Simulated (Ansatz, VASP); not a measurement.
## In3SbAs2 in VASP and in Ansatz

```
In Sb As
1.0
     6.55515    0.00000    0.10317
     0.00000    3.00727    0.00000
    -2.90179    0.00000    7.75008
In Sb As
3 1 2
Cartesian
  2.2975 0.1256 5.3863
  1.3559 0.1256 2.4670
  0.0000 1.6319 0.0000
  -1.4509 0.1244 3.8750
  3.9486 0.1240 1.2754
  -0.2953 0.1240 6.5778
```

Alike in both runs: functional PBE; k mesh 6 × 12 × 6; occupations gaussian, width 0.1 eV; no spin polarisation.

Ansatz relaxed the structure, and its values are those at the end. VASP's run is a single point on that final structure, the one shown.

|  | VASP | Ansatz |
| --- | --- | --- |
| version | VASP 6.6.1 | Ansatz 0.2.0 |
| potentials or method | VASP PAW PBE potentials, release 64 (In_d, Sb, As), cutoff 520 eV | scalar-relativistic, plane waves, PAW |
| valence electrons in the cell | 54 | 84 |

```tsv
	VASP	Ansatz	Ansatz less VASP
gap on the k mesh at the Fermi level (eV)	none	none	-
pressure (GPa)	0.0	0.0	+0.01
rms of the force components (eV/Å)	0.004	0.002	-0.0017
```

A gap of «none» marks a metal or a gap that the smearing closes. VASP's potentials hold 54 valence electrons a cell and Ansatz's 84, so a difference there can come from the potentials and not from the codes.

Neither program's run includes spin-orbit coupling.
